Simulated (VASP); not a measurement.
A run of VASP 6.6.1 is set up as follows.

Contents of INCAR:

```
PREC = Accurate
ENCUT = 520
EDIFF = 1E-6
ISMEAR = 0
SIGMA = 0.1
LREAL = F
LASPH = T
NELM = 100
ALGO = Fast
ISIF = 2
LWAVE = F
LCHARG = F
GGA = PE
NBANDS = 49
```

KPOINTS

```
Automatic mesh
0
Gamma
  2 2 2
```

Contents of POSCAR:

```
In3AgI4
1.0
    6.9997254110      0.0000000000      0.0000000000
    0.0000000000      6.9997254110      0.0000000000
    0.0000000000      0.0000000000      6.9997254110
In Ag I
3 1 4
Direct
    0.5000000000      0.0000000000      0.0000000000
    0.0000000000      0.5000000000      0.0000000000
    0.0000000000      0.0000000000      0.5000000000
    0.5000000000      0.5000000000      0.5000000000
    0.0000000000      0.5000000000      0.5000000000
    0.5000000000      0.0000000000      0.5000000000
    0.5000000000      0.5000000000      0.0000000000
    0.0000000000      0.0000000000      0.0000000000
```

Potentials or basis: VASP PAW PBE potentials, release 64 (In_d, Ag, I).

Launch:

```console
$ cat potpaw_PBE.64/In_d/POTCAR potpaw_PBE.64/Ag/POTCAR potpaw_PBE.64/I/POTCAR > POTCAR
$ mpirun -np 1 vasp_std > vasp.out
```

(1) What does it give for the band gap on the k mesh?

(2) Predict the pressure.

Results:

(1) 0.04 eV (least direct gap 1.25 eV).

(2) -0.1 GPa.

Caveat: the k points lie up to 0.45 Å⁻¹ apart; the smearing spreads over this small gap; spin-orbit coupling is left out, which moves the levels of the heavy elements.
